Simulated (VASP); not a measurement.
**PbO (Litharge): single point with PBE**

The system is PbO (Litharge).

```xyz
4
Lattice="3.9361 0.0000 0.0000 0.0000 3.9361 0.0000 0.0000 0.0000 4.9423" Properties=species:S:1:pos:R:3 pbc="T T T"
Pb    0.0000    1.9680    1.1861
Pb    1.9680    0.0000    3.7561
O     0.0000    0.0000    0.0000
O     1.9680    1.9680    0.0000
```

| Quantity | Value |
| --- | --- |
| Program | VASP 6.6.1 |
| Task | single point |
| Functional | PBE |
| Potentials or basis | VASP PAW PBE potentials, release 64 (Pb_d, O) |
| Cutoff | 520 eV |
| k mesh | 4 × 4 × 4 |
| Occupations | gaussian, width 0.01 eV |
| Spin | no spin polarisation |
| Dipole correction | no |
| Further INCAR settings | ALGO = Normal; EDIFF = 1e-07; NBANDS = 28 |

* Pressure: 7.0 GPa
* Largest force: 0.593 eV/Å
* Band gap on the k mesh: 1.09 eV, indirect (least direct gap 2.23 eV)

Forces on the atoms (eV/Å):
```
Pb   0.000  0.000  0.593
Pb   0.000  0.000 -0.593
O    0.000  0.000  0.000
O    0.000  0.000  0.000
```

Stress tensor (GPa, compression positive):
```
7.61 0.00 0.00
0.00 7.61 0.00
0.00 0.00 5.78
```

Levels at points of the mesh, in eV from the valence-band top:
| k point | band 18 | band 19 | band 20 | band 21 | band 22 | band 23 |
| --- | --- | --- | --- | --- | --- | --- |
| (0.00, 0.00, 0.00) | -1.78 | -1.78 | 0.00 | 2.50 | 5.63 | 5.63 |
| (0.50, 0.00, 0.00) | -3.17 | -1.80 | -1.80 | 3.45 | 3.45 | 6.76 |
| (0.50, 0.50, 0.00) | -1.74 | -1.15 | -1.15 | 1.09 | 1.09 | 5.29 |
| (0.00, 0.00, 0.50) | -1.81 | -1.81 | -1.09 | 2.03 | 3.94 | 3.94 |
| (0.50, 0.00, 0.50) | -3.13 | -1.08 | -1.08 | 3.12 | 3.12 | 6.36 |
| (0.50, 0.50, 0.50) | -2.36 | -1.15 | -1.15 | 3.39 | 3.39 | 4.88 |

Wall time 22 s on 1 thread of Intel(R) Xeon(R) 6975P-C (Granite Rapids), with other jobs on the host, peak memory 0.18 GiB.

Caveat: spin-orbit coupling is left out, which moves the levels of the heavy elements. A k mesh can miss the band edges.
